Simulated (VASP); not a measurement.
Crystal: GaP.

```
CELL_PARAMETERS angstrom
6.40186 0.00000 0.00000
0.00000 6.40186 0.00000
0.00000 0.00000 6.40186
ATOMIC_POSITIONS crystal
Ga 0.75000 0.50000 0.00000
Ga 0.50000 0.00000 0.75000
Ga 0.00000 0.75000 0.50000
Ga 0.00000 0.25000 0.50000
Ga 0.25000 0.50000 0.00000
Ga 0.50000 0.00000 0.25000
P 0.50000 0.75000 0.00000
P 0.75000 0.00000 0.50000
P 0.00000 0.50000 0.75000
P 0.25000 0.00000 0.50000
P 0.00000 0.50000 0.25000
P 0.50000 0.25000 0.00000
```

The cell was generated, and may not be a known phase.

| Quantity | Value |
| --- | --- |
| Program | VASP 6.6.1 |
| Task | relaxation of cell and atoms |
| Functional | PBE |
| Potentials or basis | VASP PAW PBE potentials, release 64 (Ga_d, P) |
| Cutoff | 600 eV |
| k mesh | 4 × 4 × 4 |
| Occupations | gaussian, width 0.1 eV |
| Spin | no spin polarisation |

At the start: pressure 14.9 GPa; volume 21.86 Å³/atom.

Problem. Where does the relaxation end?

Solution. Over 3 steps the energy falls by 165.3 meV/atom and the volume is 26.02 Å³/atom (+19.0 %); space group Pm-3n (No. 223, to 0.1 Å) before and after.

Step by step:
| step | energy change (eV) | largest force (eV/Å) | pressure (GPa) | volume (Å³) |
| --- | --- | --- | --- | --- |
| 1 | 0.0000 | 0.0000 | 14.88 | 262.37 |
| 2 | -1.3971 | 0.0000 | -4.88 | 347.30 |
| 3 | -1.9839 | 0.0000 | 0.04 | 312.26 |

Final structure:
```xyz
12
Lattice="6.7843 0.0000 0.0000 0.0000 6.7843 0.0000 0.0000 0.0000 6.7843" Properties=species:S:1:pos:R:3 pbc="T T T"
Ga    5.0882    3.3922    0.0000
Ga    3.3922    0.0000    5.0882
Ga    0.0000    5.0882    3.3922
Ga    0.0000    1.6961    3.3922
Ga    1.6961    3.3922    0.0000
Ga    3.3922    0.0000    1.6961
P     3.3922    5.0882    0.0000
P     5.0882    0.0000    3.3922
P     0.0000    3.3922    5.0882
P     1.6961    0.0000    3.3922
P     0.0000    3.3922    1.6961
P     3.3922    1.6961    0.0000
```

Caveat: the volume moved by over 15 % at a fixed basis, so the end points are rough.
